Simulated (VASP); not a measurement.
# InAs (F-43m) in VASP: notebook, part 2 of 2

VASP 6.6.1. Earlier steps stand in the parts before.

## Step 3: Single point, PBE

This run uses another cell than the first one, of 28.35 Å³/atom.

File INCAR:

```
SYSTEM = InAs
PREC = Accurate
ENCUT = 500
EDIFF = 1E-6
ISMEAR = 0
SIGMA = 0.05
LREAL = .FALSE.
LASPH = .TRUE.
NELM = 120
ALGO = Normal
ISIF = 2
LWAVE = .FALSE.
LCHARG = .FALSE.
GGA = PE
NBANDS = 16
GGA_COMPAT = .FALSE.
```

File KPOINTS:

```
regular mesh
0
G
  6 6 6
  0 0 0
```

File POSCAR:

```
InAs
1.0
    0.0000000000      3.0491612919      3.0491612919
    3.0491612919      0.0000000000      3.0491612919
    3.0491612919      3.0491612919      0.0000000000
In As
1 1
Direct
    0.0000000000      0.0000000000      0.0000000000
    0.2500000000      0.2500000000      0.2500000000
```

Potentials or basis: VASP PAW PBE potentials, release 64 (In_d, As).

On the command line:

```console
cat potpaw_PBE.64/In_d/POTCAR potpaw_PBE.64/As/POTCAR > POTCAR
mpirun -np 1 vasp_std > vasp.out
```

Run time: 13 s. Hardware: 1 thread of Intel Xeon Platinum 8488C (Sapphire Rapids), shared host; peak memory 0.18 GiB.

It converged, with:

```yaml
Free_energy: -7.6829 eV
Pressure: 2.4 GPa
Band_gap_on_the_k_mesh: zero (filled and empty bands touch)
```

Levels at points of the mesh, in eV from the Fermi level:
| k point | band 6 | band 7 | band 8 | band 9 | band 10 | band 11 | band 12 | band 13 |
| --- | --- | --- | --- | --- | --- | --- | --- | --- |
| (0.00, 0.00, 0.00) | -11.72 | -0.34 | -0.02 | -0.02 | -0.02 | 3.88 | 3.88 | 3.88 |
| (0.50, 0.00, 0.00) | -10.32 | -5.65 | -0.97 | -0.97 | 0.88 | 4.64 | 4.64 | 6.80 |
| (0.50, 0.50, 0.00) | -9.81 | -5.75 | -2.26 | -2.26 | 1.57 | 2.04 | 9.01 | 9.08 |

Caveat: semilocal functionals underestimate gaps, so a narrow gap can read as zero; spin-orbit coupling is left out, which moves the levels of the heavy elements.

## Step 4: Single point, PBE

This run uses another cell than the first one, of 29.63 Å³/atom.

File INCAR:

```
SYSTEM = InAs
PREC = Accurate ; ENCUT = 500
EDIFF = 1E-6 ; ISMEAR = 0
SIGMA = 0.05 ; LREAL = .False.
LASPH = .True. ; NELM = 120
ALGO = Normal ; ISIF = 2
LWAVE = .False. ; LCHARG = .False.
GGA = PE ; NBANDS = 16
GGA_COMPAT = .False.
```

File KPOINTS:

```
Automatic mesh
0
Gamma
  6 6 6
  0 0 0
```

File POSCAR:

```
InAs
1.0
    0.0000000000      3.0944407553      3.0944407553
    3.0944407553      0.0000000000      3.0944407553
    3.0944407553      3.0944407553      0.0000000000
In As
1 1
Direct
    0.0000000000      0.0000000000      0.0000000000
    0.2500000000      0.2500000000      0.2500000000
```

Potentials or basis: VASP PAW PBE potentials, release 64 (In_d, As).

On the command line:

```console
cat potpaw_PBE.64/In_d/POTCAR potpaw_PBE.64/As/POTCAR > POTCAR
mpirun -np 1 vasp_std > vasp.out
```

OUTCAR:

```text
SYSTEM = InAs
   PREC = Accurate
   ENCUT = 500
   EDIFF = 1E-6
   ISMEAR = 0
   LREAL = .False.
   LASPH = .True.
   NELM = 120
   ISIF = 2
   GGA = PE

 ion  position               nearest neighbor table
   1  0.000  0.000  0.000-   2 2.68   2 2.68   2 2.68   2 2.68
   2  0.250  0.250  0.250-   1 2.68   1 2.68   1 2.68   1 2.68

  LATTYP: Found a face centered cubic cell.
 ALAT       =     6.1888815106

  Lattice vectors:

 A1 = (   0.0000000000,   3.0944407553,   3.0944407553)
 A2 = (   3.0944407553,   0.0000000000,   3.0944407553)
 A3 = (   3.0944407553,   3.0944407553,   0.0000000000)

Analysis of symmetry for initial positions (statically):
=====================================================================
 Subroutine PRICEL returns:
 Original cell was already a primitive cell.

 Routine SETGRP: Setting up the symmetry group for a
 face centered cubic supercell.

 Subroutine GETGRP returns: Found 24 space group operations
 (whereof 24 operations were pure point group operations)
 out of a pool of 48 trial point group operations.

The static configuration has the point symmetry T_d .

[... 148 lines left out ...]

  energy without entropy =       -7.70224141  energy(sigma->0) =       -7.70241995

 E-fermi :   3.8529     XC(G=0):  -8.7881

 val. band max:        3.8376471173   @ k =   0.0000   0.0000   0.0000
 cond. band min:       4.6436986460   @ k =   0.5000   0.0000   0.0000
 fundamental gap:      0.8060515288
 Fermi energy:         3.8528754714

 k-point     1 :       0.0000    0.0000    0.0000
  band No.  band energies     occupation
      1     -10.4357      2.00000
      2     -10.4357      2.00000
      3     -10.4357      2.00000
      4     -10.3367      2.00000
      5     -10.3367      2.00000
      6      -7.5970      2.00000
[... 281 lines left out ...]
      3     -10.3766      2.00000
      4     -10.3531      2.00000
      5     -10.3259      2.00000
      6      -5.8353      2.00000
[... 8 lines left out ...]
     15      15.0697      0.00000
     16      15.3593      0.00000

------------------------ aborting loop because EDIFF is reached ----------------------------------------

  FORCE on cell =-STRESS in cart. coord.  units (eV):
  Direction    XX          YY          ZZ          XY          YZ          ZX
  --------------------------------------------------------------------------------------
  -------------------------------------------------------------------------------------
  Total        0.0183840      0.0183840      0.0183840      0.0000000     -0.0000000      0.0000000
  in kB        0.4970208      0.4970208      0.4970208      0.0000000     -0.0000000      0.0000000
  external PRESSURE =       0.4970208 kB  Pullay stress =       0.0000000 kB

 VOLUME and BASIS-vectors are now :
 -----------------------------------------------------------------------------
  energy-cutoff  :      500.00
  volume of cell :       59.26
      direct lattice vectors                 reciprocal lattice vectors
     0.000000000  3.094440755  3.094440755    -0.161580085  0.161580085  0.161580085
     3.094440755  0.000000000  3.094440755     0.161580085 -0.161580085  0.161580085
     3.094440755  3.094440755  0.000000000     0.161580085  0.161580085 -0.161580085

 POSITION                                       TOTAL-FORCE (eV/Angst)
 -----------------------------------------------------------------------------------
      0.00000      0.00000      0.00000         0.000000      0.000000      0.000000
      1.54722      1.54722      1.54722        -0.000000     -0.000000     -0.000000
 -----------------------------------------------------------------------------------
    total drift:                               -0.000000     -0.000000      0.000000

  FREE ENERGIE OF THE ION-ELECTRON SYSTEM (eV)
  ---------------------------------------------------
  free  energy   TOTEN  =        -7.7025984979 eV

  energy  without entropy=       -7.7022414092  energy(sigma->0) =       -7.70241995
```

Wall time 14 s (1 thread of Intel Xeon Platinum 8488C (Sapphire Rapids), shared host); peak memory 0.18 GiB.

Results:

| Property | Result |
| --- | --- |
| Free energy | -7.7026 eV |
| Pressure | 0.0 GPa |
| Band gap on the k mesh | zero (filled and empty bands touch) |

Levels at points of the mesh, in eV from the Fermi level:
| k point | band 6 | band 7 | band 8 | band 9 | band 10 | band 11 | band 12 | band 13 |
| --- | --- | --- | --- | --- | --- | --- | --- | --- |
| (0.00, 0.00, 0.00) | -11.45 | -0.57 | -0.02 | -0.02 | -0.02 | 3.85 | 3.85 | 3.85 |
| (0.50, 0.00, 0.00) | -10.18 | -5.45 | -0.91 | -0.91 | 0.79 | 4.61 | 4.61 | 6.73 |
| (0.50, 0.50, 0.00) | -9.72 | -5.57 | -2.12 | -2.12 | 1.64 | 2.02 | 8.73 | 8.77 |

Caveat: semilocal functionals underestimate gaps, so a narrow gap can read as zero; spin-orbit coupling is left out, which moves the levels of the heavy elements.

## Step 5: Single point, PBE (29.63 Å³/atom)

This run uses another cell than the first one, of 29.63 Å³/atom.

File INCAR:

```
PREC = Accurate
ENCUT = 500
EDIFF = 1E-6
ISMEAR = -1
SIGMA = 0.15
LREAL = False
LASPH = True
NELM = 120
ALGO = Normal
ISIF = 2
LWAVE = False
LCHARG = False
GGA = PE
NBANDS = 16
GGA_COMPAT = False
```

File KPOINTS:

```
Automatic mesh
0
Gamma
  8 8 8
```

File POSCAR:

```
InAs
1.0
    0.0000000000      3.0944000000      3.0944000000
    3.0944000000      0.0000000000      3.0944000000
    3.0944000000      3.0944000000      0.0000000000
In As
1 1
Direct
    0.0000000000      0.0000000000      0.0000000000
    0.2500000000      0.2500000000      0.2500000000
```

On the command line:

```console
cat potpaw_PBE.64/In_d/POTCAR potpaw_PBE.64/As/POTCAR > POTCAR
mpirun -np 1 vasp_std > vasp.out
```

Run time: 20 s. Hardware: 1 thread of Intel Xeon Platinum 8488C (Sapphire Rapids), shared host; peak memory 0.18 GiB.

It converged, with:

```yaml
Free_energy: -7.7188 eV
Pressure: 0.0 GPa
Band_gap_on_the_k_mesh: zero (filled and empty bands touch)
```

Levels at points of the mesh, in eV from the Fermi level:
```csv
k point,band 6,band 7,band 8,band 9,band 10,band 11,band 12,band 13
"(0.00, 0.00, 0.00)",-11.75,-0.86,-0.31,-0.31,-0.31,3.56,3.56,3.56
"(0.50, 0.00, 0.00)",-10.48,-5.74,-1.20,-1.20,0.50,4.32,4.32,6.44
"(0.50, 0.50, 0.00)",-10.02,-5.86,-2.41,-2.41,1.34,1.73,8.44,8.48
```

Caveat: semilocal functionals underestimate gaps, so a narrow gap can read as zero; spin-orbit coupling is left out, which moves the levels of the heavy elements.

## Step 6: Overview

```csv
cell,k mesh,smearing,gap on the mesh (eV),pressure (GPa)
"a = 4.252 Å, angles 60.0°, 2 atoms",6 × 6 × 6,gaussian 0.05 eV,none,5.2
"a = 4.312 Å, angles 60.0°, 2 atoms",6 × 6 × 6,gaussian 0.05 eV,none,2.4
"a = 4.376 Å, angles 60.0°, 2 atoms",6 × 6 × 6,gaussian 0.05 eV,none,0.0
"a = 4.376 Å, angles 60.0°, 2 atoms",8 × 8 × 8,fermi-dirac 0.15 eV,none,0.0
```

Alike in all rows: task single point; level PBE; potentials or basis VASP PAW PBE potentials, release 64 (In_d, As); no spin polarisation; cutoff (eV) 500.

Caveats: semilocal functionals underestimate gaps, so a narrow gap can read as zero; spin-orbit coupling is left out, which moves the levels of the heavy elements; the cell stands under pressure (at least some runs).

Total energies depend on the potentials used, so only differences within one code and one set of settings carry meaning.
